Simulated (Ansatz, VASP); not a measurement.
## One calculation of Te2Os, two programs

INCAR

```
SYSTEM = Te2Os
PREC = Accurate
ENCUT = 520
EDIFF = 1E-6
ISMEAR = -1
SIGMA = 0.05
LREAL = .FALSE.
LASPH = .TRUE.
NELM = 60
ALGO = Normal
ISIF = 2
LWAVE = .FALSE.
LCHARG = .FALSE.
LMAXMIX = 4
```

File KPOINTS:

```
regular mesh
0
G
  7 7 7
  0 0 0
```

POSCAR

```
Te2Os
1.0
    0.0000000000      3.3554655800      3.3554655800
    3.3554655800      0.0000000000      3.3554655800
    3.3554655800      3.3554655800      0.0000000000
Os Te
1 2
Direct
    0.0000000000      0.0000000000      0.0000000000
    0.2500000000      0.2500000000      0.2500000000
    0.7500000000      0.7500000000      0.7500000000
```

KPOINTS_OPT

```
path GXWKGLUWLK,UX
15
line-mode
reciprocal
 0.0000000000  0.0000000000  0.0000000000  G
 0.5000000000  0.0000000000  0.5000000000  X

 0.5000000000  0.0000000000  0.5000000000  X
 0.5000000000  0.2500000000  0.7500000000  W

 0.5000000000  0.2500000000  0.7500000000  W
 0.3750000000  0.3750000000  0.7500000000  K

 0.3750000000  0.3750000000  0.7500000000  K
 0.0000000000  0.0000000000  0.0000000000  G

 0.0000000000  0.0000000000  0.0000000000  G
 0.5000000000  0.5000000000  0.5000000000  L

 0.5000000000  0.5000000000  0.5000000000  L
 0.6250000000  0.2500000000  0.6250000000  U

 0.6250000000  0.2500000000  0.6250000000  U
 0.5000000000  0.2500000000  0.7500000000  W

 0.5000000000  0.2500000000  0.7500000000  W
 0.5000000000  0.5000000000  0.5000000000  L

 0.5000000000  0.5000000000  0.5000000000  L
 0.3750000000  0.3750000000  0.7500000000  K

 0.6250000000  0.2500000000  0.6250000000  U
 0.5000000000  0.0000000000  0.5000000000  X
```

input.yaml

```yaml
crystal:
  lattice:
    - [0.0, 3.35546558, 3.35546558]
    - [3.35546558, 0.0, 3.35546558]
    - [3.35546558, 3.35546558, 0.0]
  atoms:
    - { symbol: Os, position: [0.0, 0.0, 0.0] }
    - { symbol: Te, position: [0.25, 0.25, 0.25] }
    - { symbol: Te, position: [0.75, 0.75, 0.75] }
hamiltonian:
  xc: lda
  pseudopotentials: { kind: paw }
kpoints:
  mp_grid: { grid: [7, 7, 7] }
  band_path:
    path:
      - [[0.0, 0.0, 0.0], [0.5, 0.0, 0.5], [0.5, 0.25, 0.75], [0.375, 0.375, 0.75], [0.0, 0.0, 0.0], [0.5, 0.5, 0.5], [0.625, 0.25, 0.625], [0.5, 0.25, 0.75], [0.5, 0.5, 0.5], [0.375, 0.375, 0.75]]
      - [[0.625, 0.25, 0.625], [0.5, 0.0, 0.5]]
    npoints: 14
scf:
  occupations: { method: fermi_dirac, width: 0.05 }
  n_extra_bands: 7
output:
  forces: true
  stress: true
  eigenvalues: true
  fatbands: false
```

Alike in both runs: task band structure; functional LDA; k mesh 7 × 7 × 7; occupations fermi-dirac, width 0.05 eV; no spin polarisation.

|  | VASP | Ansatz |
| --- | --- | --- |
| version | VASP 6.6.1 | Ansatz 0.2.0 |
| potentials or method | VASP PAW LDA potentials, release 64 (Os, Te) | Ansatz PAW |
| plane-wave cutoff (eV) | 520 | 420 |
| valence electrons in the cell | 20 | 48 |

```csv
,VASP,Ansatz,Ansatz less VASP
gap on the k mesh at the Fermi level (eV),none,none,-
pressure (GPa),-13.5,-13.5,-0.06
```

LDA's correlation is that of Perdew and Zunger in VASP and of Perdew and Wang (1992) in Ansatz. A gap of «none» marks a metal or a gap that the smearing closes. VASP's potentials hold 20 valence electrons a cell and Ansatz's 48, so a difference there can come from the potentials and not from the codes.

Spin-orbit coupling is off throughout.
